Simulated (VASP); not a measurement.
Set up this calculation in VASP 6.6.1, as the native input.

```yaml
Task: relaxation of volume and atoms at fixed shape
Functional: LDA
Potentials_or_basis: VASP PAW LDA potentials, release 64 (Pd)
Cutoff: 600 eV
k_mesh: 10 × 10 × 10
Occupations: gaussian, width 0.1 eV
Spin: no spin polarisation
Dipole_correction: no
Further_INCAR_settings: ALGO = Normal; EDIFF = 1e-06; IBRION = 2; EDIFFG = -0.02; NSW = 80; ISIF = 8
```

The structure of Pd lies in POSCAR:

```
Pd
1.0
    0.0000000000      1.9465000000      1.9465000000
    1.9465000000      0.0000000000      1.9465000000
    1.9465000000      1.9465000000      0.0000000000
Pd
1
Direct
    0.0000000000      0.0000000000      0.0000000000
```

These files were run (other wordings do the same):

INCAR

```
SYSTEM = Pd
PREC = Accurate ; ENCUT = 600
EDIFF = 1E-6 ; ISMEAR = 0
SIGMA = 0.1 ; LREAL = .FALSE.
LASPH = .TRUE. ; NELM = 80
ALGO = Normal ; ISIF = 8
LWAVE = .FALSE. ; LCHARG = .FALSE.
GGA = CA ; IBRION = 2
NSW = 80 ; EDIFFG = -0.02
```

KPOINTS

```
regular mesh
0
G
  10 10 10
  0 0 0
```

Potentials or basis: VASP PAW LDA potentials, release 64 (Pd).

Launch:

```console
$ cat potpaw_LDA.64/Pd/POTCAR > POTCAR
$ mpirun -np 1 vasp_std > vasp.out
```

Results of the run:

```json
{"Relaxed volume": "14.17 Å³/atom", "Relaxed cell": "a = 2.716 Å, b = 2.716 Å, c = 2.716 Å, α = 60.00°, β = 60.00°, γ = 60.00°", "Space group after relaxing (to 0.05 Å)": "Fm-3m (No. 225)", "Energy gained by relaxing": "16.3 meV/atom", "Ionic steps": "3", "Pressure after relaxing": "-0.2 GPa", "Band gap on the k mesh": "zero (band 5 reaches 10.63 eV, above the bottom of band 6 at 8.94 eV)"}
```

It took 16 s on 1 thread of Intel Xeon 8259CL, with other jobs on the host, peak memory 0.14 GiB.
